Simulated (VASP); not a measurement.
# MoS2 (P6_3/mmc) in VASP: further runs, part 2 of 2

VASP 6.6.1.

### Step 5. Single point, PBEsol

This run uses another cell than the first one, of 15.35 Å³/atom, 0.817 times its volume.

Input file INCAR:

```
  PREC = Accurate
  ENCUT = 520
  EDIFF = 1E-6
  ISMEAR = 1
  SIGMA = 0.123
  LREAL = False
  LASPH = True
  NELM = 100
  ALGO = Normal
  ISIF = 2
  LWAVE = False
  LCHARG = False
  GGA = PS
  NBANDS = 35
```

Input file KPOINTS:

```
Automatic mesh
0
Gamma
  12 12 2
```

Input file POSCAR:

```
MoS2
1.0
    2.9846000000      0.0000000000      0.0000000000
   -1.4923000000      2.5847394201      0.0000000000
    0.0000000000      0.0000000000     11.9418000000
Mo S
2 4
Direct
    0.3333333333      0.6666666667      0.2500000000
    0.6666666667      0.3333333333      0.7500000000
    0.3333333333      0.6666666667      0.6259932117
    0.6666666667      0.3333333333      0.1259932117
    0.3333333333      0.6666666667      0.8740067883
    0.6666666667      0.3333333333      0.3740067883
```

Potentials or basis: VASP PAW PBE potentials, release 64 (Mo_sv, S).

The run is started by

```bash
> cat potpaw_PBE.64/Mo_sv/POTCAR potpaw_PBE.64/S/POTCAR > POTCAR
> mpirun -np 1 vasp_std > vasp.out
```

OUTCAR:

```text
PREC = Accurate
   ENCUT = 520
   EDIFF = 1E-6
   ISMEAR = 1
   LREAL = False
   LASPH = True
   NELM = 100
   ISIF = 2
   GGA = PS

 ion  position               nearest neighbor table
   1  0.333  0.667  0.250-   4 2.27   6 2.27   4 2.27   6 2.27   4 2.27   6 2.27
   2  0.667  0.333  0.750-   3 2.27   5 2.27   3 2.27   5 2.27   3 2.27   5 2.27
   3  0.333  0.667  0.626-   2 2.27   2 2.27   2 2.27
   4  0.667  0.333  0.126-   1 2.27   1 2.27   1 2.27
   5  0.333  0.667  0.874-   2 2.27   2 2.27   2 2.27
   6  0.667  0.333  0.374-   1 2.27   1 2.27   1 2.27

  LATTYP: Found a hexagonal cell.
 ALAT       =     2.9846000000
 C/A-ratio  =     4.0011391811

  Lattice vectors:

 A1 = (   2.9846000000,   0.0000000000,   0.0000000000)
 A2 = (  -1.4923000000,   2.5847394201,   0.0000000000)
 A3 = (   0.0000000000,   0.0000000000,  11.9418000000)

Analysis of symmetry for initial positions (statically):
=====================================================================
 Subroutine PRICEL returns:
 Original cell was already a primitive cell.

 Routine SETGRP: Setting up the symmetry group for a
 hexagonal supercell.

 Subroutine GETGRP returns: Found 24 space group operations
 (whereof 12 operations were pure point group operations)
 out of a pool of 24 trial point group operations.

The static configuration has the point symmetry D_3d.
 The point group associated with its full space group is D_6h.

Analysis of symmetry for dynamics (positions and initial velocities):
=====================================================================
 Subroutine PRICEL returns:
 Original cell was already a primitive cell.

 Routine SETGRP: Setting up the symmetry group for a
 hexagonal supercell.

 Subroutine GETGRP returns: Found 24 space group operations
 (whereof 12 operations were pure point group operations)
 out of a pool of 24 trial point group operations.

The dynamic configuration has the point symmetry D_3d.
 The point group associated with its full space group is D_6h.

 Subroutine INISYM returns: Found 24 space group operations
 (whereof 12 operations are pure point group operations),
 and found     1 'primitive' translations

----------------------------------------------------------------------------------------

                                     Primitive cell

  volume of cell :      92.1240

  direct lattice vectors                    reciprocal lattice vectors
     2.984600000  0.000000000  0.000000000     0.335053273  0.193443098  0.000000000
    -1.492300000  2.584739420  0.000000000     0.000000000  0.386886195  0.000000000
     0.000000000  0.000000000 11.941800000     0.000000000  0.000000000  0.083739470

  length of vectors
     2.984600000  2.984600000 11.941800000     0.386886195  0.386886195  0.083739470

  position of ions in fractional coordinates (direct lattice)
     0.333333333  0.666666667  0.250000000
     0.666666667  0.333333333  0.750000000
     0.333333333  0.666666667  0.625993212
     0.666666667  0.333333333  0.125993212
     0.333333333  0.666666667  0.874006788
     0.666666667  0.333333333  0.374006788

  ion indices of the primitive-cell ions
   primitive index   ion index
                 1           1
[... 34 lines left out ...]
  0.000000  0.000000  0.000000      1.000000
  0.083333 -0.000000  0.000000      6.000000
  0.166667  0.000000  0.000000      6.000000
  0.250000  0.000000  0.000000      6.000000
  0.333333  0.000000  0.000000      6.000000
  0.416667  0.000000  0.000000      6.000000
[... 16 lines left out ...]
  0.250000  0.000000  0.500000      6.000000
  0.333333  0.000000  0.500000      6.000000
 [... further k-points ...]
   k-points           NKPTS =     38   k-points in BZ     NKDIM =     38   number of bands    NBANDS=     35
   number of dos      NEDOS =    301   number of ions     NIONS =      6
   total plane-waves  NPLWV =  51840
   dimension x,y,z NGX =    24 NGY =   24 NGZ =   90
   dimension x,y,z NGXF=    48 NGYF=   48 NGZF=  180
   ions per type =               2   4
   NGX,Y,Z   is equivalent  to a cutoff of  13.37, 13.37, 12.53 a.u.
   NGXF,Y,Z  is equivalent  to a cutoff of  26.74, 26.74, 25.06 a.u.
 SYSTEM =  unknown system
   PREC   = accura    normal or accurate (medium, high low for compatibility)
   ISTART =      0    job   : 0-new  1-cont  2-samecut
   ICHARG =      2    charge: 1-file 2-atom 10-const
   ISPIN  =      1    spin polarized calculation?
   LNONCOLLINEAR =      F non collinear calculations
   LSORBIT =      F    spin-orbit coupling
   LASPH  =      T    aspherical Exc in radial PAW
   ENCUT  =  520.0 eV  38.22 Ry    6.18 a.u.   5.55  5.55 22.20*2*pi/ulx,y,z
   NELM   =    100;   NELMIN=  2; NELMDL= -5     # of ELM steps
   EDIFF  = 0.1E-05   stopping-criterion for ELM
   LREAL  =      F    real-space projection
   EDIFFG = 0.1E-04   stopping-criterion for IOM
   NSW    =      0    number of steps for IOM
   IBRION =     -1    ionic relax: 0-MD 1-quasi-New 2-CG
   NFREE  =      0    steps in history (QN), initial steepest desc. (CG)
   ISIF   =      2    stress and relaxation
   ISYM   =      2    0-nonsym 1-usesym 2-fastsym
   POTIM  = 0.5000    time-step for ionic-motion
   TEBEG  =    0.0;   TEEND  =   0.0 temperature during run
   PSTRESS=    0.0 pullay stress
   NELECT =      52.0000    total number of electrons
   NUPDOWN=      -1.0000    fix difference up-down
   EMIN   =  10.00;   EMAX   =-10.00  energy-range for DOS
   EFERMI =   0.00;   METHOD = LEGACY
   ISMEAR =     1;   SIGMA  =   0.12  broadening in eV -4-tet -1-fermi 0-gaus
   EFERMI_NEDOS =   21; number of points for ismear=-14 and -15
   IALGO  =     38    algorithm
   IMIX   =      4    mixing-type and parameters
     AMIX     =   0.40;   BMIX     =  1.00
     AMIX_MAG =   1.60;   BMIX_MAG =  1.00
  volume/ion in A,a.u.               =      15.35       103.61
  Fermi-wavevector in a.u.,A,eV,Ry     =   1.352960  2.556724 24.905485  1.830502
  Thomas-Fermi vector in A             =   2.480255
   LORBIT       =      0    0 simple, 1 ext, 2 COOP (PROOUT), +10 PAW based schemes
   GGA     = PS    functional components
   LHFCALC =     F    Hartree Fock is set to
   AEXX    =    0.0000 exact exchange contribution
   IVDW    =     0    specifies the selected vdW correction
   LEPSILON=     F    determine dielectric tensor
   LRPA    =     F    only Hartree local field effects (RPA)
 non-spin polarized calculation
 Methfessel and Paxton  Order N= 1 SIGMA  =   0.12
  energy-cutoff  :      520.00
  volume of cell :       92.12
 maximum number of plane-waves:      2528
 NGX is ok and might be reduce to    24

 number of electron      52.0000004 magnetization

 Free energy of the ion-electron system (eV)
  ---------------------------------------------------
  ext. energy  EPLUGINS =         0.00000000
  ---------------------------------------------------
  free energy    TOTEN  =       -45.52520465 eV

  energy without entropy =      -45.52524354  energy(sigma->0) =      -45.52521761

 E-fermi :   9.6043     XC(G=0): -11.6983

 val. band max:        9.5055013673   @ k =   0.0000   0.0000   0.0000
 cond. band min:      10.3678701210   @ k =   0.1667   0.1667   0.0000
 fundamental gap:      0.8623687537
 Fermi energy:         9.6043353392

 k-point     1 :       0.0000    0.0000    0.0000
  band No.  band energies     occupation
      1     -51.8221      2.00000
      2     -51.8221      2.00000
      3     -26.2362      2.00000
      4     -26.2359      2.00000
      5     -25.7251      2.00000
      6     -25.7251      2.00000
[... 901 lines left out ...]
     34      13.8043      0.00000
     35      16.2435      0.00000

 [... further k-points ...]

------------------------ aborting loop because EDIFF is reached ----------------------------------------

  FORCE on cell =-STRESS in cart. coord.  units (eV):
  Direction    XX          YY          ZZ          XY          YZ          ZX
  --------------------------------------------------------------------------------------
  -------------------------------------------------------------------------------------
  Total       18.3798847     18.3798847     20.0315005      0.0000000      0.0000000     -0.0000000
  in kB      319.6543876    319.6543876    348.3785210      0.0000000      0.0000000     -0.0000000
  external PRESSURE =     329.2290987 kB  Pullay stress =       0.0000000 kB

 VOLUME and BASIS-vectors are now :
 -----------------------------------------------------------------------------
  energy-cutoff  :      520.00
  volume of cell :       92.12
      direct lattice vectors                 reciprocal lattice vectors
     2.984600000  0.000000000  0.000000000     0.335053273  0.193443098  0.000000000
    -1.492300000  2.584739420  0.000000000     0.000000000  0.386886195  0.000000000
     0.000000000  0.000000000 11.941800000     0.000000000  0.000000000  0.083739470

 POSITION                                       TOTAL-FORCE (eV/Angst)
 -----------------------------------------------------------------------------------
     -0.00000      1.72316      2.98545        -0.000000     -0.000000      0.000000
      1.49230      0.86158      8.95635         0.000000      0.000000      0.000000
     -0.00000      1.72316      7.47549         0.000000      0.000000     -3.220240
      1.49230      0.86158      1.50459         0.000000     -0.000000     -3.220240
     -0.00000      1.72316     10.43721        -0.000000      0.000000      3.220240
      1.49230      0.86158      4.46631         0.000000     -0.000000      3.220240
 -----------------------------------------------------------------------------------
    total drift:                               -0.000000      0.000000     -0.000000

  FREE ENERGIE OF THE ION-ELECTRON SYSTEM (eV)
  ---------------------------------------------------
  free  energy   TOTEN  =       -45.5252046452 eV

  energy  without entropy=      -45.5252435392  energy(sigma->0) =      -45.52521761
```

Run time: 90 s. Hardware: 1 thread of Intel Xeon Platinum 8259CL at 2.50GHz (Skylake/Cascade Lake), shared host; peak memory 0.26 GiB.

What came out:

| Item | Value |
| --- | --- |
| Free energy | -45.5252 eV |
| Pressure | 32.9 GPa |
| Largest force | 3.220 eV/Å |
| Band gap on the k mesh | 0.86 eV, indirect (least direct gap 2.13 eV) |

Forces in eV/Å, atoms in the order of the input:
```
Mo   0.000  0.000  0.000
Mo   0.000  0.000  0.000
S    0.000  0.000 -3.220
S    0.000  0.000 -3.220
S    0.000  0.000  3.220
S    0.000  0.000  3.220
```

Stress tensor (GPa, compression positive):
```
31.97  0.00  0.00
 0.00 31.97  0.00
 0.00  0.00 34.84
```

Levels at points of the mesh, in eV from the valence-band top:
```
           k point  band 23  band 24  band 25  band 26  band 27  band 28  band 29  band 30
(0.00, 0.00, 0.00)    -2.50    -1.72    -1.46     0.00     2.53     2.53     2.55     2.55
(0.50, 0.00, 0.00)    -1.73    -1.64    -1.57    -1.54     2.08     2.13     2.46     2.87
(0.00, 0.00, 0.50)    -2.52    -2.52    -0.41    -0.41     2.54     2.54     2.54     2.54
(0.50, 0.00, 0.50)    -1.64    -1.64    -1.60    -1.60     2.11     2.11     2.68     2.68
```

Caveat: the PAW data sets were made with another functional, which shifts forces and pressure a little; this functional lacks dispersion, which binds the layers, so the pressure and a relaxed spacing across them are unreliable. Expect the measured gap to be larger: semilocal functionals such as PBEsol lack the derivative discontinuity.

### Step 6. Single point, PBEsol

This run uses another cell than the first one, of the same volume but with other edges.

Input file INCAR:

```
SYSTEM = MoS2
PREC     = Accurate       ! precision mode
ENCUT    = 520            ! plane-wave cutoff, eV
EDIFF    = 1E-7           ! SCF threshold, eV
ISMEAR   = 1              ! smearing method
SIGMA    = 0.156          ! smearing width, eV
LREAL    = .FALSE.        ! projectors in reciprocal space
LASPH    = .TRUE.         ! aspherical terms in the spheres
NELM     = 100            ! most SCF steps
ALGO     = Normal         ! electronic algorithm
ISIF     = 2              ! what is computed and relaxed
LWAVE    = .FALSE.        ! write WAVECAR
LCHARG   = .FALSE.        ! write CHGCAR
GGA      = PS             ! functional
NBANDS   = 35             ! bands
```

Input file KPOINTS:

```
Automatic mesh
0
G
  12 12 2
  0 0 0
```

POSCAR, as its differences from that of step 5:

```diff
@@ -2,5 +2,5 @@
 1.0
-    2.9846000000      0.0000000000      0.0000000000
-   -1.4923000000      2.5847394201      0.0000000000
-    0.0000000000      0.0000000000     11.9418000000
+    3.1731000000      0.0000000000      0.0000000000
+   -1.5865500000      2.7479852087      0.0000000000
+    0.0000000000      0.0000000000     12.9474000000
 Mo S
```

Potentials or basis: VASP PAW PBE potentials, release 64 (Mo_sv, S).

The run is started by

```bash
> cat potpaw_PBE.64/Mo_sv/POTCAR potpaw_PBE.64/S/POTCAR > POTCAR
> mpirun -np 1 vasp_std > vasp.out
```

OUTCAR:

```text
SYSTEM = MoS2
   PREC = Accurate
   ENCUT = 520
   EDIFF = 1E-7
   ISMEAR = 1
   LREAL = .FALSE.
   LASPH = .TRUE.
   NELM = 100
   ISIF = 2
   GGA = PS

 ion  position               nearest neighbor table
   1  0.333  0.667  0.250-   4 2.44   6 2.44   4 2.44   6 2.44   4 2.44   6 2.44
   2  0.667  0.333  0.750-   3 2.44   5 2.44   3 2.44   5 2.44   3 2.44   5 2.44
   3  0.333  0.667  0.626-   2 2.44   2 2.44   2 2.44
   4  0.667  0.333  0.126-   1 2.44   1 2.44   1 2.44
   5  0.333  0.667  0.874-   2 2.44   2 2.44   2 2.44
   6  0.667  0.333  0.374-   1 2.44   1 2.44   1 2.44

  LATTYP: Found a hexagonal cell.
 ALAT       =     3.1731000000
 C/A-ratio  =     4.0803630519

  Lattice vectors:

 A1 = (   3.1731000000,   0.0000000000,   0.0000000000)
 A2 = (  -1.5865500000,   2.7479852087,   0.0000000000)
 A3 = (   0.0000000000,   0.0000000000,  12.9474000000)

Analysis of symmetry for initial positions (statically):
=====================================================================
 Subroutine PRICEL returns:
 Original cell was already a primitive cell.

 Routine SETGRP: Setting up the symmetry group for a
[... 183 lines left out ...]
 fundamental gap:      1.0813404068
 Fermi energy:         6.5290280086

 k-point     1 :       0.0000    0.0000    0.0000
  band No.  band energies     occupation
      1     -54.6677      2.00000
      2     -54.6677      2.00000
      3     -28.8390      2.00000
      4     -28.8390      2.00000
      5     -28.6054      2.00000
      6     -28.6054      2.00000
[... 901 lines left out ...]
     34      10.0783      0.00000
     35      13.3875      0.00000

 [... further k-points ...]

------------------------ aborting loop because EDIFF is reached ----------------------------------------

  FORCE on cell =-STRESS in cart. coord.  units (eV):
  Direction    XX          YY          ZZ          XY          YZ          ZX
  --------------------------------------------------------------------------------------
  -------------------------------------------------------------------------------------
  Total       -3.9954615     -3.9954615     -6.7464676      0.0000000     -0.0000000      0.0000000
  in kB      -56.7017956    -56.7017956    -95.7428395      0.0000000     -0.0000000      0.0000000
  external PRESSURE =     -69.7154769 kB  Pullay stress =       0.0000000 kB

 VOLUME and BASIS-vectors are now :
 -----------------------------------------------------------------------------
  energy-cutoff  :      520.00
  volume of cell :      112.90
      direct lattice vectors                 reciprocal lattice vectors
     3.173100000  0.000000000  0.000000000     0.315149223  0.181951489  0.000000000
    -1.586550000  2.747985209  0.000000000     0.000000000  0.363902978  0.000000000
     0.000000000  0.000000000 12.947400000     0.000000000  0.000000000  0.077235584

 POSITION                                       TOTAL-FORCE (eV/Angst)
 -----------------------------------------------------------------------------------
     -0.00000      1.83199      3.23685         0.000000      0.000000      0.000000
      1.58655      0.91600      9.71055        -0.000000     -0.000000      0.000000
     -0.00000      1.83199      8.10498        -0.000000      0.000000      1.006611
      1.58655      0.91600      1.63128         0.000000     -0.000000      1.006611
     -0.00000      1.83199     11.31612        -0.000000      0.000000     -1.006611
      1.58655      0.91600      4.84242         0.000000     -0.000000     -1.006611
 -----------------------------------------------------------------------------------
    total drift:                               -0.000000      0.000000     -0.000000

  FREE ENERGIE OF THE ION-ELECTRON SYSTEM (eV)
  ---------------------------------------------------
  free  energy   TOTEN  =       -46.7657400190 eV

  energy  without entropy=      -46.7661533027  energy(sigma->0) =      -46.76587778
```

stdout:

```text
POSCAR found type information on POSCAR MoS
 POSCAR found :  2 types and       6 ions
 scaLAPACK will be used
 -----------------------------------------------------------------------------
|                                                                             |
|                                                                             |
|     You enforced a specific xc type in the INCAR file but a different       |
|     I HOPE YOU KNOW WHAT YOU ARE DOING!                                     |
|                                                                             |
 -----------------------------------------------------------------------------

 LDA part: xc-table for (Slater+PW92), standard interpolation
 POSCAR, INCAR and KPOINTS ok, starting setup
 FFT: planning ... GRIDC
 FFT: planning ... GRID_SOFT
 FFT: planning ... GRID
 WAVECAR not read
 entering main loop
```

Wall time 65 s (1 thread of Intel Xeon 6975P-C (Granite Rapids), shared host); peak memory 0.28 GiB.

Results:

| Item | Value |
| --- | --- |
| Free energy | -46.7657 eV |
| Pressure | -7.0 GPa |
| Largest force | 1.007 eV/Å |
| Band gap on the k mesh | 1.08 eV, indirect (least direct gap 1.73 eV) |

Forces on the atoms (eV/Å):
```
Mo   0.000  0.000  0.000
Mo   0.000  0.000  0.000
S    0.000  0.000  1.007
S    0.000  0.000  1.007
S    0.000  0.000 -1.007
S    0.000  0.000 -1.007
```

Caveat: the PAW data sets were made with another functional, which shifts forces and pressure a little; this functional lacks dispersion, which binds the layers, so the pressure and a relaxed spacing across them are unreliable. As with any semilocal functional, this PBEsol gap is likely too small.

### Step 7. Overview

```csv
cell,smearing,gap on the mesh (eV),pressure (GPa),largest force (eV/Å)
"a = 3.267, b = 3.267, c = 12.193 Å, angles 90.0, 90.0, 120.0°, 6 atoms",methfessel-paxton 0.2 eV,0.33,-5.9,0.10
"a = 3.299, b = 3.299, c = 12.068 Å, angles 90.0, 90.0, 120.0°, 6 atoms",methfessel-paxton 0.2 eV,-,-6.8,0.21
"a = 3.299, b = 3.299, c = 12.193 Å, angles 90.0, 90.0, 120.0°, 6 atoms",methfessel-paxton 0.2 eV,-,-8.1,0.07
"a = 2.985, b = 2.985, c = 11.942 Å, angles 90.0, 90.0, 120.0°, 6 atoms",methfessel-paxton 0.123 eV,0.86,32.9,3.22
"a = 3.173, b = 3.173, c = 12.947 Å, angles 90.0, 90.0, 120.0°, 6 atoms",methfessel-paxton 0.156 eV,1.08,-7.0,1.01
```

Alike in all rows: task single point; level PBEsol; potentials or basis VASP PAW PBE potentials, release 64 (Mo_sv, S); no spin polarisation; k mesh 12 × 12 × 2; cutoff (eV) 520.

Caveats: the PAW data sets were made with another functional, which shifts forces and pressure a little; this functional lacks dispersion, which binds the layers, so the pressure and a relaxed spacing across them are unreliable.

Total energies depend on the potentials used, so only differences within one code and one set of settings carry meaning.
